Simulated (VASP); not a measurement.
CsPbCl3, 5 atoms in the cell. The structure is tetragonal, space group P4/mmm (No. 123). The conventional cell has a = 5.917 Å, b = 5.917 Å, c = 5.029 Å, α = 90.00°, β = 90.00°, γ = 90.00°. Cs (site symmetry 4/mmm) has 12 Cl at 3.88 to 4.18 Å and 8 Pb at 4.88 Å and 2 Cs at 5.03 Å within 5.1 Å. Within 3.3 Å of Pb (site symmetry 4/mmm) lie 6 Cl at 2.51 to 2.96 Å. Within 3.9 Å of Cl (site symmetry mmm) lie 2 Pb at 2.96 Å and 4 Cs at 3.88 Å and 4 Cl at 3.88 Å. Cl (site symmetry 4/mmm) has 2 Pb at 2.51 Å within 3.3 Å.  This cell differs from its parent crystal: ratio of the length along z to the lengths across it x 0.85, volume and fractional coordinates fixed.

* Program: VASP 6.6.1
* Task: single point
* Functional: PBE
* Potentials or basis: VASP PAW PBE potentials, release 64 (Cs_sv, Pb_d, Cl)
* Cutoff: 520 eV
* k mesh: 6 × 6 × 6
* Occupations: gaussian, width 0.05 eV
* Spin: no spin polarisation
* Dipole correction: no
* Further INCAR settings: ALGO = Normal; EDIFF = 1e-06; NBANDS = 30

Potentials or basis: VASP PAW PBE potentials, release 64 (Cs_sv, Pb_d, Cl).

Command:

```bash
$ cat potpaw_PBE.64/Cs_sv/POTCAR potpaw_PBE.64/Pb_d/POTCAR potpaw_PBE.64/Cl/POTCAR > POTCAR
$ mpirun -np 1 vasp_std > vasp.out
```

Hardware: 1 thread of Intel(R) Xeon(R) 6975P-C (Granite Rapids), on a shared host.

**Question.** Estimate the wall time of this run.

**Answer.** Wall time 68 s on 1 thread of Intel(R) Xeon(R) 6975P-C (Granite Rapids) (shared host), peak memory 0.42 GiB. Counts: scf iterations 13, k points 40.
